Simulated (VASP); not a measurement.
Runs of VASP 6.6.1 on GaN. The structure is that of space group P6_3mc (No. 186), or close to it. The cells are those of the table. 

| cell | gap on the mesh (eV) | pressure (GPa) | largest force (eV/Å) |
| --- | --- | --- | --- |
| a = 3.180, b = 3.228, c = 5.166 Å, angles 90.0, 90.0, 119.5°, 4 atoms | (c) | (b) | (a) |
| a = 3.180, b = 3.276, c = 5.166 Å, angles 90.0, 90.0, 119.0°, 4 atoms | 1.65 | 0.4 | 0.41 |
| a = 3.180, b = 3.252, c = 5.166 Å, angles 90.0, 90.0, 119.3°, 4 atoms | 1.73 | 2.0 | 0.35 |
| a = 3.180, b = 3.264, c = 5.166 Å, angles 90.0, 90.0, 119.2°, 4 atoms | (d) | 1.2 | 0.38 |

Alike in all rows: task single point; level PBE; potentials or basis VASP PAW PBE potentials, release 64 (Ga_d, N); no spin polarisation; k mesh 12 × 12 × 6; cutoff (eV) 520; smearing gaussian 0.05 eV.

Fill in the values left out.

(a) 0.28; (b) 3.6; (c) 1.81; (d) 1.69.

A k mesh can miss the band edges, and the runs leave out spin-orbit coupling on Ga.
